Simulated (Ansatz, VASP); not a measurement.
# One calculation of Li, two programs

```xyz
8
Lattice="3.0536 0.0000 0.0000 0.0000 5.2889 0.0000 0.0000 0.0000 10.0177" Properties=species:S:1:pos:R:3 pbc="T T T"
Li    1.5268    2.6445    0.0000
Li    0.0000    0.0000    0.0000
Li    1.5268    2.6445    5.0088
Li    0.0000    0.0000    5.0088
Li    0.0000    1.7630    7.5133
Li    1.5268    4.4074    7.5133
Li    1.5268    0.8815    2.5044
Li    0.0000    3.5260    2.5044
```

Alike in both runs: task single point; functional PBE; k mesh 8 × 4 × 2; occupations gaussian, width 0.2 eV; no spin polarisation.

|  | VASP | Ansatz |
| --- | --- | --- |
| version | VASP 6.6.1 | Ansatz 0.2.0 |
| potentials or method | VASP PAW PBE potentials, release 64 (Li_sv), cutoff 520 eV | scalar-relativistic, plane waves, PAW |
| valence electrons in the cell | 24 | 24 |

|  | VASP | Ansatz | Ansatz less VASP |
| --- | --- | --- | --- |
| gap on the k mesh at the Fermi level (eV) | none | none | - |
| rms of the force components (eV/Å) | 0.004 | 0.004 | -0.0002 |

Atom by atom the forces differ by 0.000 eV/Å (rms over components). A gap of «none» marks a metal or a gap that the smearing closes.

Noted on VASP's run: the cutoff is short for stress, so the pressure is rough.
